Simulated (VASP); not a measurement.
Runs of VASP 6.6.1 on Zn2SeS. The structure is that of space group P-4m2 (No. 115), or close to it. The cells are those of the table. 

```tsv
cell	gap on the mesh (eV)	pressure (GPa)	largest force (eV/Å)
a = 3.714, b = 3.714, c = 5.522 Å, 4 atoms	(b)	(a)	0.03
a = 4.007, b = 4.007, c = 5.522 Å, 4 atoms	1.21	-6.1	0.02
a = 3.518, b = 3.518, c = 5.522 Å, 4 atoms	1.73	17.9	0.05
a = 4.202, b = 4.202, c = 5.522 Å, 4 atoms	0.74	-9.8	0.04
a = 4.251, b = 4.251, c = 5.522 Å, 4 atoms	0.64	-10.5	0.05
```

Alike in all rows: task single point; level LDA; potentials or basis VASP PAW LDA potentials, release 64 (Zn, Se, S); no spin polarisation; k mesh 8 × 8 × 6; cutoff (eV) 520; smearing gaussian 0.05 eV.

**Question.** Fill in the values left out.

**Answer.** (a) 4.8; (b) 1.74.

Caveats: the cell stands under tension (at least some runs); the cell stands under pressure (at least some runs).

A k mesh can miss the band edges, and the runs leave out spin-orbit coupling on Se.
